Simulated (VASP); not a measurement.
Wanted: the native input for a VASP 6.6.1 run.

- Task: relaxation of cell and atoms
- Functional: PBE
- Potentials or basis: VASP PAW PBE potentials, release 64 (Pt, C)
- Cutoff: 600 eV
- k mesh: 4 × 4 × 6
- Occupations: gaussian, width 0.1 eV
- Spin: no spin polarisation
- Dipole correction: no
- Further INCAR settings: ALGO = Normal; EDIFF = 1e-06; IBRION = 2; EDIFFG = -0.04; NSW = 90; ISIF = 3

The structure of PtC2 lies in POSCAR:

```
PtC2
1.0
    3.9059052123      0.0000000000      0.0000000000
    0.0000000000      4.7671271689      0.0000000000
    0.0000000000      0.0000000000      2.9759612588
Pt C
2 4
Direct
    0.0000000000      0.0000000000      0.0000000000
    0.5000000000      0.5000000000      0.5000000000
    0.2004000000      0.3787000000      0.0000000000
    0.7996000000      0.6213000000      0.0000000000
    0.7004000000      0.1213000000      0.5000000000
    0.2996000000      0.8787000000      0.5000000000
```

One way to write it, as run:

INCAR

```
SYSTEM = PtC2
ALGO = Normal ; EDIFF = 1E-6
EDIFFG = -0.04 ; ENCUT = 600
GGA = PE ; IBRION = 2
ISIF = 3 ; ISMEAR = 0
LASPH = .True. ; LCHARG = .False.
LREAL = .False. ; LWAVE = .False.
NELM = 100 ; NSW = 90
PREC = Accurate ; SIGMA = 0.1
```

KPOINTS

```
k-points
0
Gamma
  4 4 6
  0 0 0
```

Potentials or basis: VASP PAW PBE potentials, release 64 (Pt, C).

Run with:

```bash
$ cat potpaw_PBE.64/Pt/POTCAR potpaw_PBE.64/C/POTCAR > POTCAR
$ mpirun -np 1 vasp_std > vasp.out
```

It gave:

* Relaxed volume: 10.24 Å³/atom
* Relaxed cell: a = 4.015 Å, b = 5.026 Å, c = 3.046 Å, α = 90.00°, β = 90.00°, γ = 90.00°
* Space group after relaxing (to 0.05 Å): Pnnm (No. 58)
* Energy gained by relaxing: 950.8 meV/atom
* Ionic steps: 17
* Pressure after relaxing: 0.0 GPa
* Band gap on the k mesh: zero (band 18 reaches 10.65 eV, above the bottom of band 19 at 6.40 eV)

Caveat: the k points lie up to 0.39 Å⁻¹ apart in the final cell; spin-orbit coupling is left out, which moves the levels of the heavy elements.

Wall time 8.1 min on 1 thread of Oxide Virtual Turin-like Processor, with other jobs on the host, peak memory 0.18 GiB.
